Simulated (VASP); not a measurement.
A run of VASP 6.6.1 is set up as follows.

File INCAR:

```
SYSTEM = Ca
PREC = Accurate ; ENCUT = 520
EDIFF = 1E-6 ; ISMEAR = -1
SIGMA = 0.08 ; LREAL = .False.
LASPH = .True. ; NELM = 80
ALGO = Normal ; ISIF = 2
LWAVE = .False. ; LCHARG = .True.
GGA = PE ; LELF = .True.
LVHAR = .True. ; NBANDS = 17
```

KPOINTS

```
regular mesh
0
Gamma
  11 11 6
  0 0 0
```

The input POSCAR:

```
Ca
1.0
    3.9532873096      0.0000000000      0.0000000000
   -1.9766436548      3.4236472386      0.0000000000
    0.0000000000      0.0000000000      6.4762402922
Ca
2
Direct
    0.3333333333      0.6666666667      0.2500000000
    0.6666666667      0.3333333333      0.7500000000
```

Potentials or basis: VASP PAW PBE potentials, release 64 (Ca_sv).

Command:

```sh
$ cat potpaw_PBE.64/Ca_sv/POTCAR > POTCAR
$ mpirun -np 1 vasp_std > vasp.out
```

Question: What does it give for the band gap on the k mesh?

Answer: Zero (band 10 reaches 2.04 eV, above the bottom of band 11 at 1.61 eV).

Question: What does it give for the pressure?

Answer: -0.5 GPa.

Stress tensor (GPa, compression positive):
```
-0.55  0.00  0.00
 0.00 -0.55  0.00
 0.00  0.00 -0.46
```
